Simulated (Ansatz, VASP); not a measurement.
## Al: VASP beside Ansatz

File INCAR:

```
SYSTEM = Al
PREC = Accurate ; ENCUT = 520
EDIFF = 1E-7 ; ISMEAR = 0
SIGMA = 0.15 ; LREAL = .False.
LASPH = .True. ; NELM = 100
ALGO = Fast ; ISIF = 2
LWAVE = .False. ; LCHARG = .False.
GGA = PS ; NBANDS = 8
```

Contents of KPOINTS:

```
regular mesh
0
Gamma
  20 20 20
  0 0 0
```

The input POSCAR:

```
Al
1.0
    0.0758992500      2.0239800000      2.0239800000
    2.0239800000      0.0758992500      2.0239800000
    2.0998792500      2.0998792500      0.0000000000
Al
1
Direct
    0.0000000000      0.0000000000      0.0000000000
```

Input for Ansatz:

```yaml
crystal:
  lattice:
    - [0.07589925, 2.02398, 2.02398]
    - [2.02398, 0.07589925, 2.02398]
    - [2.09987925, 2.09987925, 0.0]
  atoms:
    - { symbol: Al, position: [0.0, 0.0, 0.0] }
basis:
  ecutwfc: 420
kpoints:
  mp_grid: { grid: [20, 20, 20] }
hamiltonian:
  xc: pbesol
scf:
  occupations: { method: gaussian, width: 0.15 }
output:
  forces: true
  stress: true
  eigenvalues: true
```

Change from the starting cell: strain +0.0750 x Voigt [0, 0, 0, 0, 0, 1], atoms carried along.

Alike in both runs: task single point; functional PBEsol; k mesh 20 × 20 × 20; occupations gaussian, width 0.15 eV; no spin polarisation.

|  | VASP | Ansatz |
| --- | --- | --- |
| version | VASP 6.6.1 | Ansatz 0.2.0 |
| potentials or method | VASP PAW PBE potentials, release 64 (Al), cutoff 520 eV | scalar-relativistic, plane waves, PAW |
| valence electrons in the cell | 3 | 3 |

|  | VASP | Ansatz | Ansatz less VASP |
| --- | --- | --- | --- |
| gap on the k mesh at the Fermi level (eV) | none | none | - |
| pressure (GPa) | -1.3 | -1.4 | -0.06 |
| traceless stress, the component that is largest in VASP (GPa) | -2.46 | -2.43 | +0.023 |

VASP's potentials were made for PBE, not for PBEsol. A gap of «none» marks a metal or a gap that the smearing closes.
